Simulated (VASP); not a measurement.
Write the native input for VASP 6.6.1 that does the following.

| Quantity | Value |
| --- | --- |
| Task | single point |
| Functional | PBE |
| Potentials or basis | VASP PAW PBE potentials, release 64 (Cu, O) |
| Cutoff | 520 eV |
| k mesh | 4 × 7 × 4 |
| Occupations | fermi-dirac, width 0.05 eV |
| Spin | no spin polarisation |
| Dipole correction | no |
| Further INCAR settings | ALGO = Normal; EDIFF = 1e-06; NBANDS = 44 |

The structure of CuO lies in POSCAR:

```
CuO
1.0
    4.6791000000     -3.4805000000      0.0000000000
    2.3395500000      1.7402500000      0.0000000000
   -0.7652000000      0.0000000000      5.0607800000
Cu O
4 4
Direct
    0.0000000000      0.5000000000      0.0000000000
    0.5000000000      0.5000000000      0.0000000000
    0.2500000000      0.0000000000      0.5000000000
    0.7500000000      0.0000000000      0.5000000000
    0.2738500000      0.4523000000      0.2500000000
    0.7738500000      0.4523000000      0.2500000000
    0.2261500000      0.5477000000      0.7500000000
    0.7261500000      0.5477000000      0.7500000000
```

The input as run:

INCAR

```
SYSTEM = CuO
PREC = Accurate
ENCUT = 520
EDIFF = 1E-6
ISMEAR = -1
SIGMA = 0.05
LREAL = .FALSE.
LASPH = .TRUE.
NELM = 80
ALGO = Normal
ISIF = 2
LWAVE = .FALSE.
LCHARG = .FALSE.
GGA = PE
NBANDS = 44
```

KPOINTS

```
Automatic mesh
0
G
  4 7 4
  0 0 0
```

Potentials or basis: VASP PAW PBE potentials, release 64 (Cu, O).

Command:

```sh
$ cat potpaw_PBE.64/Cu/POTCAR potpaw_PBE.64/O/POTCAR > POTCAR
$ mpirun -np 1 vasp_std > vasp.out
```

Results of the run:

```json
{
 "Pressure": "7.6 GPa",
 "Largest force": "0.222 eV/Å",
 "Band gap on the k mesh": "zero (bands 34 and 35 overlap by 0.66 eV)"
}
```

Caveat: the cell stands under pressure; semilocal functionals often make such compounds metallic where correlation or magnetic order opens a gap, which also shifts bond lengths.

Run time: 3.9 min on 1 thread of Intel(R) Xeon(R) Platinum 8259CL CPU @ 2.50GHz (Skylake/Cascade Lake), with other jobs on the host, peak memory 0.3 GiB.
